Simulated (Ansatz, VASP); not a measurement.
One calculation of Pt, two programs

Contents of INCAR:

```
SYSTEM = Pt
PREC     = Accurate       ! precision mode
ENCUT    = 520            ! plane-wave cutoff, eV
EDIFF    = 1E-6           ! SCF threshold, eV
ISMEAR   = 0              ! smearing method
SIGMA    = 0.15           ! smearing width, eV
LREAL    = .FALSE.        ! projectors in reciprocal space
LASPH    = .TRUE.         ! aspherical terms in the spheres
NELM     = 100            ! most SCF steps
ALGO     = Fast           ! electronic algorithm
ISIF     = 2              ! what is computed and relaxed
LWAVE    = .FALSE.        ! write WAVECAR
LCHARG   = .TRUE.         ! write CHGCAR
GGA      = PE             ! functional
LELF     = .TRUE.         ! ELF
LVHAR    = .TRUE.       
NBANDS   = 39             ! bands
```

File KPOINTS:

```
Automatic mesh
0
G
  19 19 4
  0 0 0
```

File POSCAR:

```
Pt
1.0
    1.9579000000     -1.9579000000      0.0000000000
    1.9579000000      0.0000000000     -1.9579000000
   11.2957016151     11.2957016151     11.2957016151
Pt
6
Direct
    0.6666666667      0.6666666667      0.0577655845
    0.0000000000      0.0000000000      0.6355369843
    0.3333333333      0.3333333333      0.1733198645
    0.6666666667      0.6666666667      0.4044284244
    0.0000000000      0.0000000000      0.2888741444
    0.3333333333      0.3333333333      0.5199827043
```

Input for Ansatz:

```yaml
crystal:
  lattice:
    - [1.9579, -1.9579, 0.0]
    - [1.9579, 0.0, -1.9579]
    - [11.2957016151, 11.2957016151, 11.2957016151]
  atoms:
    - { symbol: Pt, position: [0.6666666667, 0.6666666667, 0.0577655845] }
    - { symbol: Pt, position: [0.0, 0.0, 0.6355369843] }
    - { symbol: Pt, position: [0.3333333333, 0.3333333333, 0.1733198645] }
    - { symbol: Pt, position: [0.6666666667, 0.6666666667, 0.4044284244] }
    - { symbol: Pt, position: [0.0, 0.0, 0.2888741444] }
    - { symbol: Pt, position: [0.3333333333, 0.3333333333, 0.5199827043] }
basis:
  ecutwfc: 420
kpoints:
  mp_grid: { grid: [19, 19, 4] }
hamiltonian:
  xc: pbe
scf:
  occupations: { method: gaussian, width: 0.15 }
output:
  forces: true
  stress: true
  eigenvalues: true
```

Alike in both runs: task single point; functional PBE; k mesh 19 × 19 × 4; occupations gaussian, width 0.15 eV; no spin polarisation.

|  | VASP | Ansatz |
| --- | --- | --- |
| version | VASP 6.6.1 | Ansatz 0.2.0 |
| potentials or method | VASP PAW PBE potentials, release 64 (Pt), cutoff 520 eV | scalar-relativistic, plane waves, PAW |
| valence electrons in the cell | 60 | 108 |

Ansatz gave:

* gap on the k mesh at the Fermi level (eV): none
* rms of the force components (eV/Å): 0.211

Question: Estimate VASP's values.

Answer: gap on the k mesh at the Fermi level (eV): none; rms of the force components (eV/Å): 0.202.

Atom by atom the forces differ by 0.008 eV/Å (rms over components). A gap of «none» marks a metal or a gap that the smearing closes. VASP's potentials hold 60 valence electrons a cell and Ansatz's 108, so a difference there can come from the potentials and not from the codes.

Spin-orbit coupling is off throughout.
